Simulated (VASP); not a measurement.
# Sb (P6_3/mmc) in VASP: notebook

Sb is run at these levels: PBE-based screened hybrid with 20 % exact exchange, PBE-based screened hybrid with 25 % exact exchange, PBE-based screened hybrid with 30 % exact exchange, PBE0; tasks: single point.

All numbers are computed with VASP 6.6.1; they aren't measurements. Logs are shortened: lines on timing, memory, paths and dates and some standing lists are left out, and cuts for length are marked.

### 1 The cell of the first run

The structure is hexagonal, space group P6_3/mmc (No. 194). Conventional cell: a = 3.355 Å, b = 3.355 Å, c = 5.470 Å, α = 90.00°, β = 90.00°, γ = 120.00°. Sb (site symmetry -6m2) has 12 Sb at 3.35 Å within 4.4 Å.

This isn't the form of Sb at room conditions, which is rhombohedral.

### 2 Single point, PBE-based screened hybrid with 20 % exact exchange

The input, POSCAR:

```
Sb
1.0
    3.3545324186      0.0000000000      0.0000000000
   -1.6772662093      2.9051102923      0.0000000000
    0.0000000000      0.0000000000      5.4701606500
Sb
2
Direct
    0.6666666667      0.3333333333      0.7500000000
    0.3333333333      0.6666666667      0.2500000000
```

The input, INCAR.step1:

```
SYSTEM = Sb
PREC     = Accurate       ! precision mode
ENCUT    = 520            ! plane-wave cutoff, eV
EDIFF    = 1E-5           ! SCF threshold, eV
ISMEAR   = -1             ! smearing method
SIGMA    = 0.05           ! smearing width, eV
LREAL    = .False.        ! projectors in reciprocal space
LASPH    = .True.         ! aspherical terms in the spheres
NELM     = 100            ! most SCF steps
ALGO     = Normal         ! electronic algorithm
ISIF     = 2              ! what is computed and relaxed
LWAVE    = .True.         ! write WAVECAR
LCHARG   = .False.        ! write CHGCAR
NBANDS   = 12             ! bands
GGA      = PE             ! functional
```

The input, INCAR.step2:

```
SYSTEM = Sb
PREC     = Accurate       ! precision mode
ENCUT    = 520            ! plane-wave cutoff, eV
EDIFF    = 1E-6           ! SCF threshold, eV
ISMEAR   = -1             ! smearing method
SIGMA    = 0.05           ! smearing width, eV
LREAL    = .False.        ! projectors in reciprocal space
LASPH    = .True.         ! aspherical terms in the spheres
NELM     = 100            ! most SCF steps
ALGO     = Normal         ! electronic algorithm
ISIF     = 2              ! what is computed and relaxed
LWAVE    = .False.        ! write WAVECAR
LCHARG   = .False.        ! write CHGCAR
GGA      = PE             ! functional
LHFCALC  = .True.         ! exact exchange
AEXX     = 0.2            ! exact-exchange fraction
HFSCREEN = 0.2            ! screening, 1/A
PRECFOCK = Normal       
NBANDS   = 12             ! bands
ISTART   = 1
```

The input, KPOINTS:

```
Automatic mesh
0
Gamma
  5 5 3
  0 0 0
```

Potentials or basis: VASP PAW PBE potentials, release 64 (Sb).

Launch:

```console
$ cat potpaw_PBE.64/Sb/POTCAR > POTCAR
$ cp INCAR.step1 INCAR
$ mpirun -np 1 vasp_std > vasp.out
$ cp INCAR.step2 INCAR
$ mpirun -np 1 vasp_std > vasp.out
```

OUTCAR:

```text
SYSTEM = Sb
   PREC = Accurate
   ENCUT = 520
   EDIFF = 1E-6
   ISMEAR = -1
   LREAL = .False.
   LASPH = .True.
   NELM = 100
   ISIF = 2
   GGA = PE
   LHFCALC = .True.
   AEXX = 0.2
   HFSCREEN = 0.2
   PRECFOCK = Normal
   ISTART = 1

 ion  position               nearest neighbor table
   1  0.667  0.333  0.750-   2 3.35   2 3.35   2 3.35   2 3.35   2 3.35   2 3.35
   2  0.333  0.667  0.250-   1 3.35   1 3.35   1 3.35   1 3.35   1 3.35   1 3.35

  LATTYP: Found a hexagonal cell.
 ALAT       =     3.3545324186
 C/A-ratio  =     1.6306775334

  Lattice vectors:

 A1 = (   3.3545324186,   0.0000000000,   0.0000000000)
 A2 = (  -1.6772662093,   2.9051102923,   0.0000000000)
 A3 = (   0.0000000000,   0.0000000000,   5.4701606500)

Analysis of symmetry for initial positions (statically):
=====================================================================
 Subroutine PRICEL returns:
 Original cell was already a primitive cell.

 Routine SETGRP: Setting up the symmetry group for a
 hexagonal supercell.

 Subroutine GETGRP returns: Found 24 space group operations
 (whereof 12 operations were pure point group operations)
 out of a pool of 24 trial point group operations.

The static configuration has the point symmetry D_3d.
 The point group associated with its full space group is D_6h.

Analysis of symmetry for dynamics (positions and initial velocities):
=====================================================================
 Subroutine PRICEL returns:
 Original cell was already a primitive cell.

 Routine SETGRP: Setting up the symmetry group for a
 hexagonal supercell.

 Subroutine GETGRP returns: Found 24 space group operations
 (whereof 12 operations were pure point group operations)
 out of a pool of 24 trial point group operations.

The dynamic configuration has the point symmetry D_3d.
 The point group associated with its full space group is D_6h.

 Subroutine INISYM returns: Found 24 space group operations
 (whereof 12 operations are pure point group operations),
 and found     1 'primitive' translations

----------------------------------------------------------------------------------------

                                     Primitive cell

  volume of cell :      53.3083

  direct lattice vectors                    reciprocal lattice vectors
     3.354532419  0.000000000  0.000000000     0.298104139  0.172110505  0.000000000
    -1.677266209  2.905110292  0.000000000     0.000000000  0.344221010  0.000000000
     0.000000000  0.000000000  5.470160650     0.000000000  0.000000000  0.182809987

  length of vectors
     3.354532419  3.354532419  5.470160650     0.344221010  0.344221010  0.182809987

  position of ions in fractional coordinates (direct lattice)
     0.666666667  0.333333333  0.750000000
     0.333333333  0.666666667  0.250000000

  ion indices of the primitive-cell ions
   primitive index   ion index
                 1           1
                 2           2

----------------------------------------------------------------------------------------

 KPOINTS: Automatic mesh

Automatic generation of k-mesh.
 Grid dimensions read from file:
 generate k-points for:    5    5    3

 Generating k-lattice:

  Cartesian coordinates                     Fractional coordinates (reciprocal lattice)
     0.059620828  0.034422101  0.000000000     0.200000000  0.000000000  0.000000000
     0.000000000  0.068844202  0.000000000     0.000000000  0.200000000  0.000000000
     0.000000000  0.000000000  0.060936662     0.000000000  0.000000000  0.333333333

  Length of vectors
     0.068844202  0.068844202  0.060936662

  Shift w.r.t. Gamma in fractional coordinates (k-lattice)
     0.000000000  0.000000000  0.000000000

 Subroutine IBZKPT returns following result:
 ===========================================

 Found     10 irreducible k-points:

 Following reciprocal coordinates:
            Coordinates               Weight
  0.000000  0.000000  0.000000      1.000000
  0.200000 -0.000000  0.000000      6.000000
  0.400000  0.000000  0.000000      6.000000
  0.200000  0.200000  0.000000      6.000000
  0.400000  0.200000  0.000000      6.000000
  0.000000  0.000000  0.333333      2.000000
  0.200000 -0.000000  0.333333     12.000000
  0.400000  0.000000  0.333333     12.000000
  0.200000  0.200000  0.333333     12.000000
  0.400000  0.200000  0.333333     12.000000
   k-points           NKPTS =     10   k-points in BZ     NKDIM =     75   number of bands    NBANDS=     12
   number of dos      NEDOS =    301   number of ions     NIONS =      2
   total plane-waves  NPLWV =  32928
   dimension x,y,z NGX =    28 NGY =   28 NGZ =   42
   dimension x,y,z NGXF=    56 NGYF=   56 NGZF=   84
   ions per type =               2
   NGX,Y,Z   is equivalent  to a cutoff of  13.88, 13.88, 12.76 a.u.
   NGXF,Y,Z  is equivalent  to a cutoff of  27.75, 27.75, 25.53 a.u.
 SYSTEM =  Sb
   PREC   = accura    normal or accurate (medium, high low for compatibility)
[... 35 lines left out ...]
   PRECFOCK=normal    Normal, Fast or Accurate (Low or Medium for compatibility)
   ENCUT4O =  -1.0   cutoff for four orbital integrals eV
   NKREDX  =     1    reduce k-point grid by
   NKREDY  =     1    reduce k-point grid by
   NKREDZ  =     1    reduce k-point grid by
   AEXX    =    0.2000 exact exchange contribution
   HFSCREEN=    0.2000 screening length (either q_TF or 0.3 A-1)
   HFSCREENC=   0.2000 screening length for correlation (either q_TF or 0.3 A-1)
   ENCUTFOCK=  -1.0 apply spherical cutoff to Coloumb kernel
   IVDW    =     0    specifies the selected vdW correction
   LEPSILON=     F    determine dielectric tensor
   LRPA    =     F    only Hartree local field effects (RPA)
 non-spin polarized calculation
  energy-cutoff  :      520.00
  volume of cell :       53.31
 maximum number of plane-waves:      1454
 NGX is ok and might be reduce to    28
  NGX = 20; NGY = 20; NGZ = 32

 number of electron      10.0000000 magnetization

 Free energy of the ion-electron system (eV)
  ---------------------------------------------------
  ext. energy  EPLUGINS =         0.00000000
  ---------------------------------------------------
  free energy    TOTEN  =        -9.07700173 eV

  energy without entropy =       -9.06705493  energy(sigma->0) =       -9.07202833

 E-fermi :   8.4945     XC(G=0):  -8.8744

 val. band max:        8.4306956802   @ k =   0.4000   0.2000   0.0000
 cond. band min:       8.5986693685   @ k =   0.2000  -0.0000   0.3333
 fundamental gap:      0.1679736883
 Fermi energy:         8.4944732299

 k-point     1 :       0.0000    0.0000    0.0000
  band No.  band energies     occupation
      1      -5.6800      2.00000
      2      -1.4929      2.00000
      3       2.0112      2.00000
      4      12.5702      0.00000
      5      12.5702      0.00000
      6      14.3391      0.00000
      7      14.3391      0.00000
      8      14.6419      0.00000
      9      16.7950      0.00000
     10      18.0520      0.00000
     11      19.0655      0.00000
     12      19.0655      0.00000

 k-point     2 :       0.2000   -0.0000    0.0000
  band No.  band energies     occupation
      1      -4.9149      2.00000
      2      -0.8262      2.00000
      3       2.8218      2.00000
      4       7.8872      1.99999
      5      10.7699      0.00000
      6      11.1784      0.00000
      7      13.4321      0.00000
      8      14.0488      0.00000
      9      15.2305      0.00000
     10      17.8081      0.00000
     11      18.7688      0.00000
     12      19.4321      0.00000

 k-point     3 :       0.4000    0.0000    0.0000
  band No.  band energies     occupation
      1      -2.7237      2.00000
      2       0.2761      2.00000
      3       3.6116      2.00000
      4       5.0722      2.00000
      5       6.4494      2.00000
      6       9.2355      0.00000
      7       9.6054      0.00000
      8      12.8354      0.00000
      9      13.4748      0.00000
     10      16.7940      0.00000
     11      17.7679      0.00000
     12      18.3229      0.00000
[... 76 lines left out ...]
 k-point     9 :       0.2000    0.2000    0.3333
  band No.  band energies     occupation
      1      -2.8374      2.00000
      2      -1.2119      2.00000
      3       5.0395      2.00000
      4       6.3525      2.00000
      5       7.7380      2.00000
      6       7.7851      2.00000
      7       9.2939      0.00000
      8      12.1583      0.00000
      9      16.5263      0.00000
     10      16.9410      0.00000
     11      18.3588      0.00000
     12      18.7547      0.00000

 k-point    10 :       0.4000    0.2000    0.3333
  band No.  band energies     occupation
      1      -0.7561      2.00000
      2      -0.0518      2.00000
      3       3.0451      2.00000
      4       3.8800      2.00000
      5       5.9142      2.00000
      6       7.5295      2.00000
      7       9.9815      0.00000
      8      11.2553      0.00000
      9      15.4363      0.00000
     10      17.4047      0.00000
     11      17.5727      0.00000
     12      18.2678      0.00000

------------------------ aborting loop because EDIFF is reached ----------------------------------------

  FORCE on cell =-STRESS in cart. coord.  units (eV):
  Direction    XX          YY          ZZ          XY          YZ          ZX
  --------------------------------------------------------------------------------------
  -------------------------------------------------------------------------------------
  Total       -1.3328696     -1.3328696      0.4563095      0.0000000      0.0000000      0.0000000
  in kB      -40.0593162    -40.0593162     13.7143561      0.0000000      0.0000000      0.0000000
  external PRESSURE =     -22.1347588 kB  Pullay stress =       0.0000000 kB

 VOLUME and BASIS-vectors are now :
 -----------------------------------------------------------------------------
  energy-cutoff  :      520.00
  volume of cell :       53.31
      direct lattice vectors                 reciprocal lattice vectors
     3.354532419  0.000000000  0.000000000     0.298104139  0.172110505  0.000000000
    -1.677266209  2.905110292  0.000000000     0.000000000  0.344221010  0.000000000
     0.000000000  0.000000000  5.470160650     0.000000000  0.000000000  0.182809987

 POSITION                                       TOTAL-FORCE (eV/Angst)
 -----------------------------------------------------------------------------------
      1.67727      0.96837      4.10262         0.000000      0.000000      0.000000
     -0.00000      1.93674      1.36754         0.000000      0.000000      0.000000
 -----------------------------------------------------------------------------------
    total drift:                                0.000000      0.000000      0.000000

  FREE ENERGIE OF THE ION-ELECTRON SYSTEM (eV)
  ---------------------------------------------------
  free  energy   TOTEN  =        -9.0770017342 eV

  energy  without entropy=       -9.0670549282  energy(sigma->0) =       -9.07202833
```

It took 12 min on 1 thread of Intel Xeon 8259CL, shared host; peak memory 0.28 GiB.

Results:

| Property | Result |
| --- | --- |
| Free energy | -9.0770 eV |
| Pressure | -2.2 GPa |
| Band gap on the k mesh | zero (bands 5 and 6 overlap by 6.40 eV) |

Caveat: the k points lie up to 0.43 Å⁻¹ apart, too coarse for converged energies and pressures of a metal; the PAW data sets were made with another functional, which shifts forces and pressure a little; spin-orbit coupling is left out, which moves the levels of the heavy elements.

### 3 Single point, PBE-based screened hybrid with 25 % exact exchange

POSCAR is that of step 2.

The input, INCAR.step1:

```
SYSTEM = Sb
PREC = Accurate
ENCUT = 520
EDIFF = 1E-5
ISMEAR = -1
SIGMA = 0.05
LREAL = .False.
LASPH = .True.
NELM = 80
ALGO = Normal
ISIF = 2
LWAVE = .True.
NBANDS = 12
GGA = PE
```

The input, INCAR.step2:

```
SYSTEM = Sb
PREC = Accurate
ENCUT = 520
EDIFF = 1E-7
ISMEAR = -1
SIGMA = 0.05
LREAL = .False.
LASPH = .True.
NELM = 80
ALGO = Normal
ISIF = 2
LWAVE = .False.
LCHARG = .True.
GGA = PE
LHFCALC = .True.
AEXX = 0.25
HFSCREEN = 0.2
PRECFOCK = Normal
LELF = .True.
LVHAR = .True.
NBANDS = 12
ISTART = 1
```

The input, KPOINTS:

```
regular mesh
0
Gamma
  5 5 3
  0 0 0
```

Potentials or basis: VASP PAW PBE potentials, release 64 (Sb).

Launch:

```console
$ cat potpaw_PBE.64/Sb/POTCAR > POTCAR
$ cp INCAR.step1 INCAR
$ mpirun -np 1 vasp_std > vasp.out
$ cp INCAR.step2 INCAR
$ mpirun -np 1 vasp_std > vasp.out
```

Run time: 17 min. Hardware: 1 thread of Intel Xeon 8259CL, shared host; peak memory 0.28 GiB.

The run converged. Its results:

```yaml
Free_energy: -9.4772 eV
Pressure: -3.0 GPa
Band_gap_on_the_k_mesh: zero (bands 5 and 6 overlap by 6.58 eV)
```

Stress tensor (GPa, compression positive):
```
-4.79  0.00  0.00
 0.00 -4.79  0.00
 0.00  0.00  0.70
```

Levels at points of the mesh, in eV from the Fermi level:
```csv
k point,band 1,band 2,band 3,band 4,band 5,band 6,band 7,band 8,band 9,band 10
"(0.00, 0.00, 0.00)",-14.47,-10.19,-6.66,4.18,4.18,5.98,5.98,6.29,8.44,9.70
```

Caveat: the k points lie up to 0.43 Å⁻¹ apart, too coarse for converged energies and pressures of a metal; the PAW data sets were made with another functional, which shifts forces and pressure a little; spin-orbit coupling is left out, which moves the levels of the heavy elements.

### 4 Single point, PBE-based screened hybrid with 30 % exact exchange

POSCAR is that of step 3.

The input, INCAR.step1:

```
SYSTEM = Sb
ALGO = Normal
EDIFF = 1E-5
ENCUT = 520
GGA = PE
ISIF = 2
ISMEAR = -1
LASPH = .True.
LCHARG = .False.
LREAL = .False.
LWAVE = .True.
NBANDS = 12
NELM = 100
PREC = Accurate
SIGMA = 0.05
```

The input, INCAR.step2:

```
SYSTEM = Sb
AEXX = 0.3
ALGO = Normal
EDIFF = 1E-7
ENCUT = 520
GGA = PE
HFSCREEN = 0.2
ISIF = 2
ISMEAR = -1
ISTART = 1
LASPH = .True.
LCHARG = .False.
LHFCALC = .True.
LREAL = .False.
LWAVE = .False.
NBANDS = 12
NELM = 100
PREC = Accurate
PRECFOCK = Normal
SIGMA = 0.05
```

The input, KPOINTS:

```
k-points
0
Gamma
  5 5 3
  0 0 0
```

Launch:

```console
$ cat potpaw_PBE.64/Sb/POTCAR > POTCAR
$ cp INCAR.step1 INCAR
$ mpirun -np 1 vasp_std > vasp.out
$ cp INCAR.step2 INCAR
$ mpirun -np 1 vasp_std > vasp.out
```

It took 12 min on 1 thread of AMD EPYC 7R13 (Zen 3), shared host; peak memory 0.25 GiB.

Results (log left out):

| Item | Value |
| --- | --- |
| Free energy | -9.9158 eV |
| Pressure | -3.8 GPa |
| Band gap on the k mesh | zero (bands 5 and 6 overlap by 6.75 eV) |

Stress tensor (GPa, compression positive):
```
-5.62  0.00  0.00
 0.00 -5.62  0.00
 0.00  0.00 -0.04
```

Levels at points of the mesh, in eV from the Fermi level:
| k point | band 1 | band 2 | band 3 | band 4 | band 5 | band 6 | band 7 | band 8 | band 9 | band 10 |
| --- | --- | --- | --- | --- | --- | --- | --- | --- | --- | --- |
| (0.00, 0.00, 0.00) | -14.77 | -10.39 | -6.83 | 4.28 | 4.28 | 6.11 | 6.11 | 6.42 | 8.58 | 9.85 |

Caveat: the k points lie up to 0.43 Å⁻¹ apart, too coarse for converged energies and pressures of a metal; the PAW data sets were made with another functional, which shifts forces and pressure a little; spin-orbit coupling is left out, which moves the levels of the heavy elements.

### 5 Single point, PBE0

POSCAR is that of step 4.

The input, INCAR.step1:

```
ALGO = Normal
EDIFF = 1E-5
ENCUT = 520
GGA = PE
ISIF = 2
ISMEAR = -1
LASPH = T
LCHARG = F
LREAL = F
LWAVE = T
NBANDS = 12
NELM = 100
PREC = Accurate
SIGMA = 0.05
```

The input, INCAR.step2:

```
AEXX = 0.25
ALGO = Normal
EDIFF = 1E-6
ENCUT = 520
GGA = PE
ISIF = 2
ISMEAR = -1
ISTART = 1
LASPH = T
LCHARG = F
LHFCALC = T
LREAL = F
LWAVE = F
NBANDS = 12
NELM = 100
PREC = Accurate
PRECFOCK = Normal
SIGMA = 0.05
```

The input, KPOINTS:

```
k-points
0
Gamma
  4 4 4
```

Launch:

```console
$ cat potpaw_PBE.64/Sb/POTCAR > POTCAR
$ cp INCAR.step1 INCAR
$ mpirun -np 1 vasp_std > vasp.out
$ cp INCAR.step2 INCAR
$ mpirun -np 1 vasp_std > vasp.out
```

It took 7.2 min on 1 thread of AMD EPYC 7R13 (Zen 3), shared host; peak memory 0.15 GiB.

Results (log left out):

```yaml
Free_energy: -10.6308 eV
Pressure: -3.2 GPa
Band_gap_on_the_k_mesh: zero (bands 5 and 6 overlap by 7.85 eV)
```

Stress tensor (GPa, compression positive):
```
-3.78  0.00  0.00
 0.00 -3.78  0.00
 0.00  0.00 -1.98
```

Levels at points of the mesh, in eV from the Fermi level:
| k point | band 2 | band 3 | band 4 | band 5 | band 6 | band 7 |
| --- | --- | --- | --- | --- | --- | --- |
| (0.00, 0.00, 0.00) | -10.55 | -7.04 | 4.57 | 4.57 | 6.40 | 6.40 |
| (0.50, 0.00, 0.00) | -9.37 | -5.20 | -3.76 | -2.94 | -0.27 | 0.98 |
| (0.00, 0.00, 0.50) | -13.49 | -1.04 | -1.04 | 5.49 | 5.49 | 5.49 |
| (0.50, 0.00, 0.50) | -9.79 | -6.48 | -6.48 | 2.35 | 2.35 | 2.46 |

Caveat: the k points lie up to 0.54 Å⁻¹ apart, too coarse for converged energies and pressures of a metal; the PAW data sets were made with another functional, which shifts forces and pressure a little; spin-orbit coupling is left out, which moves the levels of the heavy elements.

### 6 Overview

```tsv
level	k mesh	share of exact exchange	screening parameter	gap on the mesh (eV)	pressure (GPa)
PBE-based screened hybrid with 20 % exact exchange	5 × 5 × 3	0.2	0.2 1/Å	none	-2.2
PBE-based screened hybrid with 25 % exact exchange	5 × 5 × 3	0.25	0.2 1/Å	none	-3.0
PBE-based screened hybrid with 30 % exact exchange	5 × 5 × 3	0.3	0.2 1/Å	none	-3.8
PBE0	4 × 4 × 4	0.25	-	none	-3.2
```

Alike in all rows: task single point; potentials or basis VASP PAW PBE potentials, release 64 (Sb); no spin polarisation; cell as given; cutoff (eV) 520; smearing fermi-dirac 0.05 eV.

Caveats: all runs use coarse meshes; the PAW data sets were made with another functional, which shifts forces and pressure a little; spin-orbit coupling is left out, which moves the levels of the heavy elements.

Absolute energies hang on the potentials; compare differences alone.

The gap in the log of VASP goes by the Fermi energy; the results here count the filled bands.